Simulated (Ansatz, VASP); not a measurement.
**Two plane-wave programs on Mo**

```
Mo
1.0
    -1.55698    1.55698    1.55698
     1.55698   -1.55698    1.55698
     1.55698    1.55698   -1.55698
Mo
1
Direct
  0.00000 0.00000 0.00000
```

Alike in both runs: functional revPBE; dispersion D3(BJ); k mesh 17 × 17 × 17; occupations gaussian, width 0.15 eV; no spin polarisation.

Ansatz relaxed the structure, and its values are those at the end. VASP's run is a single point on that final structure, the one shown.

```csv
,VASP,Ansatz
version,VASP 6.6.1,Ansatz 0.2.0
potentials or method,"VASP PAW PBE potentials, release 64 (Mo_sv), cutoff 500 eV","plane waves, PAW"
valence electrons in the cell,14,14
```

```tsv
	VASP	Ansatz	Ansatz less VASP
pressure (GPa)	0.7	0.0	-0.66
```

VASP's potentials were made for PBE, not for revPBE. Ansatz's warnings: stress scf threshold loose.
